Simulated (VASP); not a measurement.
# H (Pm-3m) in VASP: single point with PBEsol

Aim: the single point of H with PBEsol.

Program: VASP 6.6.1. These are calculated values, not measurements. Logs are shortened: lines on timing, memory, paths and dates and some standing lists are left out, and cuts for length are marked.

### 1 The cell of the first run

Symmetry: Pm-3m, No. 221, cubic system. The conventional cell has a = 2.381 Å, b = 2.381 Å, c = 2.381 Å, α = 90.00°, β = 90.00°, γ = 90.00°. H (site symmetry m-3m) has 6 H at 2.38 Å within 3.1 Å.

### 2 Single point, PBEsol

INCAR

```
  PREC = Accurate
  ENCUT = 520
  EDIFF = 1E-7
  ISMEAR = 1
  SIGMA = 0.1
  LREAL = F
  LASPH = T
  NELM = 80
  ALGO = Normal
  ISIF = 2
  LWAVE = F
  LCHARG = F
  GGA = PS
  NBANDS = 8
```

KPOINTS

```
regular mesh
0
Gamma
  8 8 8
```

POSCAR

```
H
1.0
    0.0000000000      2.3810700000      2.3810700000
    2.3810700000      0.0000000000      2.3810700000
    2.3810700000      2.3810700000      0.0000000000
H
2
Direct
    0.7500000000      0.7500000000      0.7500000000
    0.2500000000      0.2500000000      0.2500000000
```

Potentials or basis: VASP PAW PBE potentials, release 64 (H).

Command:

```
$ cat potpaw_PBE.64/H/POTCAR > POTCAR
$ mpirun -np 1 vasp_std > vasp.out
```

OUTCAR:

```text
PREC = Accurate
   ENCUT = 520
   EDIFF = 1E-7
   ISMEAR = 1
   LREAL = F
   LASPH = T
   NELM = 80
   ISIF = 2
   GGA = PS

 ion  position               nearest neighbor table
   1  0.750  0.750  0.750-
   2  0.250  0.250  0.250-

  LATTYP: Found a face centered cubic cell.
 ALAT       =     4.7621400000

  Lattice vectors:

 A1 = (   0.0000000000,   2.3810700000,   2.3810700000)
 A2 = (   2.3810700000,   0.0000000000,   2.3810700000)
 A3 = (   2.3810700000,   2.3810700000,   0.0000000000)

Analysis of symmetry for initial positions (statically):
=====================================================================
 Subroutine PRICEL returns following result:

  LATTYP: Found a simple cubic cell.
 ALAT       =     2.3810700000

  Lattice vectors:

 A1 = (  -2.3810700000,   0.0000000000,   0.0000000000)
 A2 = (   0.0000000000,   0.0000000000,   2.3810700000)
 A3 = (   0.0000000000,   2.3810700000,   0.0000000000)

   2 primitive cells build up your supercell.

 Routine SETGRP: Setting up the symmetry group for a
 face centered cubic supercell.

 Subroutine GETGRP returns: Found 48 space group operations
 (whereof 48 operations were pure point group operations)
 out of a pool of 48 trial point group operations.

The static configuration has the point symmetry O_h .

Analysis of symmetry for dynamics (positions and initial velocities):
=====================================================================
 Subroutine PRICEL returns following result:

  LATTYP: Found a simple cubic cell.
 ALAT       =     2.3810700000

  Lattice vectors:

 A1 = (  -2.3810700000,   0.0000000000,   0.0000000000)
 A2 = (   0.0000000000,   0.0000000000,   2.3810700000)
 A3 = (   0.0000000000,   2.3810700000,   0.0000000000)

   2 primitive cells build up your supercell.

 Routine SETGRP: Setting up the symmetry group for a
 face centered cubic supercell.

 Subroutine GETGRP returns: Found 48 space group operations
 (whereof 48 operations were pure point group operations)
 out of a pool of 48 trial point group operations.

The dynamic configuration has the point symmetry O_h .

 Subroutine INISYM returns: Found 48 space group operations
 (whereof 48 operations are pure point group operations),
 and found     2 'primitive' translations

----------------------------------------------------------------------------------------

                                     Primitive cell

  volume of cell :      13.4995

  direct lattice vectors                    reciprocal lattice vectors
    -2.381070000  0.000000000  0.000000000    -0.419979253  0.000000000  0.000000000
     0.000000000  0.000000000  2.381070000     0.000000000  0.000000000  0.419979253
     0.000000000  2.381070000  0.000000000     0.000000000  0.419979253  0.000000000

  length of vectors
     2.381070000  2.381070000  2.381070000     0.419979253  0.419979253  0.419979253

  position of ions in fractional coordinates (direct lattice)
     0.500000000  0.500000000  0.500000000

  ion indices of the primitive-cell ions
   primitive index   ion index
                 1           1

----------------------------------------------------------------------------------------

 KPOINTS: regular mesh

Automatic generation of k-mesh.
 Grid dimensions read from file:
 generate k-points for:    8    8    8

 Generating k-lattice:

  Cartesian coordinates                     Fractional coordinates (reciprocal lattice)
    -0.026248703  0.026248703  0.026248703     0.125000000  0.000000000  0.000000000
     0.026248703 -0.026248703  0.026248703     0.000000000  0.125000000  0.000000000
     0.026248703  0.026248703 -0.026248703     0.000000000  0.000000000  0.125000000

  Length of vectors
     0.045464088  0.045464088  0.045464088

  Shift w.r.t. Gamma in fractional coordinates (k-lattice)
     0.000000000  0.000000000  0.000000000

 Subroutine IBZKPT returns following result:
 ===========================================

 Found     29 irreducible k-points:

 Following reciprocal coordinates:
            Coordinates               Weight
  0.000000  0.000000  0.000000      1.000000
  0.125000  0.000000  0.000000      8.000000
  0.250000  0.000000  0.000000      8.000000
  0.375000  0.000000  0.000000      8.000000
  0.500000  0.000000  0.000000      4.000000
  0.125000  0.125000  0.000000      6.000000
[... 16 lines left out ...]
  0.500000  0.250000  0.125000     48.000000
 -0.375000  0.250000  0.125000     24.000000
 [... further k-points ...]
   k-points           NKPTS =     29   k-points in BZ     NKDIM =     29   number of bands    NBANDS=      8
   number of dos      NEDOS =    301   number of ions     NIONS =      2
   total plane-waves  NPLWV =  21952
   dimension x,y,z NGX =    28 NGY =   28 NGZ =   28
   dimension x,y,z NGXF=    56 NGYF=   56 NGZF=   56
   ions per type =               2
   NGX,Y,Z   is equivalent  to a cutoff of  13.82, 13.82, 13.82 a.u.
   NGXF,Y,Z  is equivalent  to a cutoff of  27.65, 27.65, 27.65 a.u.
 SYSTEM =  unknown system
   PREC   = accura    normal or accurate (medium, high low for compatibility)
   ISTART =      0    job   : 0-new  1-cont  2-samecut
   ICHARG =      2    charge: 1-file 2-atom 10-const
   ISPIN  =      1    spin polarized calculation?
   LNONCOLLINEAR =      F non collinear calculations
   LSORBIT =      F    spin-orbit coupling
   LASPH  =      T    aspherical Exc in radial PAW
   ENCUT  =  520.0 eV  38.22 Ry    6.18 a.u.   6.26  6.26  6.26*2*pi/ulx,y,z
   NELM   =     80;   NELMIN=  2; NELMDL= -5     # of ELM steps
   EDIFF  = 0.1E-06   stopping-criterion for ELM
   LREAL  =      F    real-space projection
   EDIFFG = 0.1E-05   stopping-criterion for IOM
   NSW    =      0    number of steps for IOM
   IBRION =     -1    ionic relax: 0-MD 1-quasi-New 2-CG
   NFREE  =      0    steps in history (QN), initial steepest desc. (CG)
   ISIF   =      2    stress and relaxation
   ISYM   =      2    0-nonsym 1-usesym 2-fastsym
   POTIM  = 0.5000    time-step for ionic-motion
   TEBEG  =    0.0;   TEEND  =   0.0 temperature during run
   PSTRESS=    0.0 pullay stress
   NELECT =       2.0000    total number of electrons
   NUPDOWN=      -1.0000    fix difference up-down
   EMIN   =  10.00;   EMAX   =-10.00  energy-range for DOS
   EFERMI =   0.00;   METHOD = LEGACY
   ISMEAR =     1;   SIGMA  =   0.10  broadening in eV -4-tet -1-fermi 0-gaus
   EFERMI_NEDOS =   21; number of points for ismear=-14 and -15
   IALGO  =     38    algorithm
   IMIX   =      4    mixing-type and parameters
     AMIX     =   0.40;   BMIX     =  1.00
     AMIX_MAG =   1.60;   BMIX_MAG =  1.00
  volume/ion in A,a.u.               =      13.50        91.10
  Fermi-wavevector in a.u.,A,eV,Ry     =   0.687547  1.299276  6.431766  0.472721
  Thomas-Fermi vector in A             =   1.768094
   LORBIT       =      0    0 simple, 1 ext, 2 COOP (PROOUT), +10 PAW based schemes
   GGA     = PS    functional components
   LHFCALC =     F    Hartree Fock is set to
   AEXX    =    0.0000 exact exchange contribution
   IVDW    =     0    specifies the selected vdW correction
   LEPSILON=     F    determine dielectric tensor
   LRPA    =     F    only Hartree local field effects (RPA)
 non-spin polarized calculation
 Methfessel and Paxton  Order N= 1 SIGMA  =   0.10
  energy-cutoff  :      520.00
  volume of cell :       27.00
 maximum number of plane-waves:       740
 NGX is ok and might be reduce to    28
   NGX = 13   NGY = 13   NGZ = 13

 number of electron       2.0000000 magnetization

 Free energy of the ion-electron system (eV)
  ---------------------------------------------------
  ext. energy  EPLUGINS =         0.00000000
  ---------------------------------------------------
  free energy    TOTEN  =        -2.29137442 eV

  energy without entropy =       -2.28938756  energy(sigma->0) =       -2.29071213

 E-fermi :  -4.5860     XC(G=0):  -6.5184

 val. band max:       -4.5909755335   @ k =  -0.3750   0.2500   0.1250
 cond. band min:      -4.2581148999   @ k =   0.5000   0.1250   0.0000
 fundamental gap:      0.3328606336
 Fermi energy:        -4.5859567593

 k-point     1 :       0.0000    0.0000    0.0000
  band No.  band energies     occupation
      1      -8.9465      2.00000
      2      -0.0397      0.00000
      3      11.7453      0.00000
      4      12.6849      0.00000
      5      12.6849      0.00000
      6      12.6849      0.00000
      7      15.3223      0.00000
      8      15.3223      0.00000

 k-point     2 :       0.1250    0.0000    0.0000
  band No.  band energies     occupation
      1      -8.6816      2.00000
      2      -0.4094      0.00000
      3      10.7008      0.00000
      4      10.9413      0.00000
      5      12.1940      0.00000
      6      12.1940      0.00000
      7      15.4104      0.00000
      8      16.4329      0.00000

 k-point     3 :       0.2500    0.0000    0.0000
  band No.  band energies     occupation
      1      -7.8986      2.00000
      2      -1.5083      0.00000
      3       8.5018      0.00000
      4       9.4506      0.00000
      5      11.6720      0.00000
      6      11.6720      0.00000
      7      15.0991      0.00000
      8      15.0991      0.00000

 k-point     4 :       0.3750    0.0000    0.0000
  band No.  band energies     occupation
      1      -6.6380      2.00000
      2      -3.1670     -0.00000
      3       7.4505      0.00000
      4       8.1665      0.00000
      5      11.6421      0.00000
      6      11.6421      0.00000
      7      13.3434      0.00000
      8      13.3434      0.00000

 k-point     5 :       0.5000    0.0000    0.0000
  band No.  band energies     occupation
      1      -4.9945      2.00000
      2      -4.9945      2.00000
      3       7.4260      0.00000
      4       7.4260      0.00000
      5      12.1924      0.00000
      6      12.1924      0.00000
      7      12.1924      0.00000
      8      12.1924      0.00000
[... 177 lines left out ...]
 k-point    22 :       0.3750    0.2500    0.1250
  band No.  band energies     occupation
      1      -7.2438      2.00000
      2      -1.9137      0.00000
      3       6.8432      0.00000
      4       6.9315      0.00000
      5      10.0542      0.00000
      6      13.7571      0.00000
      7      13.9262      0.00000
      8      16.1831      0.00000

 k-point    23 :       0.5000    0.2500    0.1250
  band No.  band energies     occupation
      1      -6.0639      2.00000
      2      -3.0954     -0.00000
      3       5.3610      0.00000
      4       5.6115      0.00000
      5      10.4730      0.00000
      6      12.3255      0.00000
      7      15.6323      0.00000
      8      17.3559      0.00000

 k-point    24 :      -0.3750    0.2500    0.1250
  band No.  band energies     occupation
      1      -4.5910      1.08483
      2      -4.5910      1.08483
      3       5.0057      0.00000
      4       5.0057      0.00000
      5      11.1691      0.00000
      6      11.1691      0.00000
      7      17.5956      0.00000
      8      17.5956      0.00000

 [... further k-points ...]
[... 5 lines left out ...]
  --------------------------------------------------------------------------------------
  -------------------------------------------------------------------------------------
  Total       -2.1201962     -2.1201962     -2.1201962     -0.0000000     -0.0000000     -0.0000000
  in kB     -125.8172389   -125.8172389   -125.8172389     -0.0000000     -0.0000000     -0.0000000
  external PRESSURE =    -125.8172389 kB  Pullay stress =       0.0000000 kB

 VOLUME and BASIS-vectors are now :
 -----------------------------------------------------------------------------
  energy-cutoff  :      520.00
  volume of cell :       27.00
      direct lattice vectors                 reciprocal lattice vectors
     0.000000000  2.381070000  2.381070000    -0.209989627  0.209989627  0.209989627
     2.381070000  0.000000000  2.381070000     0.209989627 -0.209989627  0.209989627
     2.381070000  2.381070000  0.000000000     0.209989627  0.209989627 -0.209989627

 POSITION                                       TOTAL-FORCE (eV/Angst)
 -----------------------------------------------------------------------------------
      3.57160      3.57160      3.57160         0.000000     -0.000000     -0.000000
      1.19053      1.19053      1.19053        -0.000000      0.000000      0.000000
 -----------------------------------------------------------------------------------
    total drift:                                0.000000      0.000000      0.000000

  FREE ENERGIE OF THE ION-ELECTRON SYSTEM (eV)
  ---------------------------------------------------
  free  energy   TOTEN  =        -2.2913744191 eV

  energy  without entropy=       -2.2893875643  energy(sigma->0) =       -2.29071213
```

Run time: 7.3 s. Hardware: 1 thread of Intel Xeon 6975P-C, shared host; peak memory 0.14 GiB.

Results:

| Quantity | Value |
| --- | --- |
| Free energy | -2.2914 eV |
| Pressure | -12.6 GPa |
| Band gap on the k mesh | zero (band 1 reaches -4.09 eV, above the bottom of band 2 at -4.99 eV) |

Levels at points of the mesh, in eV from the Fermi level:
| k point | band 1 | band 2 | band 3 | band 4 | band 5 |
| --- | --- | --- | --- | --- | --- |
| (0.00, 0.00, 0.00) | -4.36 | 4.55 | 16.33 | 17.27 | 17.27 |
| (0.50, 0.00, 0.00) | -0.41 | -0.41 | 12.01 | 12.01 | 16.78 |
| (0.50, 0.50, 0.00) | -0.67 | 2.24 | 6.16 | 11.86 | 11.86 |

Caveat: the PAW data sets were made with another functional, which shifts forces and pressure a little.
